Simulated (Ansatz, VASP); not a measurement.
**Two plane-wave programs on In**

```
In
1.0
     2.91060   -1.70772    0.01627
     2.91060    1.70772    0.01627
    -2.02190    0.00000    2.75361
In
1
Direct
  0.00000 0.00000 0.50000
```

Alike in both runs: functional PBE; k mesh 20 × 20 × 20; occupations gaussian, width 0.1 eV; no spin polarisation.

Ansatz relaxed the structure, and its values are those at the end. VASP's run is a single point on that final structure, the one shown.

|  | VASP | Ansatz |
| --- | --- | --- |
| version | VASP 6.6.1 | Ansatz 0.2.0 |
| potentials or method | VASP PAW PBE potentials, release 64 (In_d), cutoff 520 eV | scalar-relativistic, plane waves, PAW |
| valence electrons in the cell | 13 | 13 |

Ansatz gave:

| Property | Result |
| --- | --- |
| gap on the k mesh at the Fermi level (eV) | none |
| pressure (GPa) | 0.0 |

Q: What did VASP give for the same quantities?

A: gap on the k mesh at the Fermi level (eV): none; pressure (GPa): -0.1.

A gap of «none» marks a metal or a gap that the smearing closes.
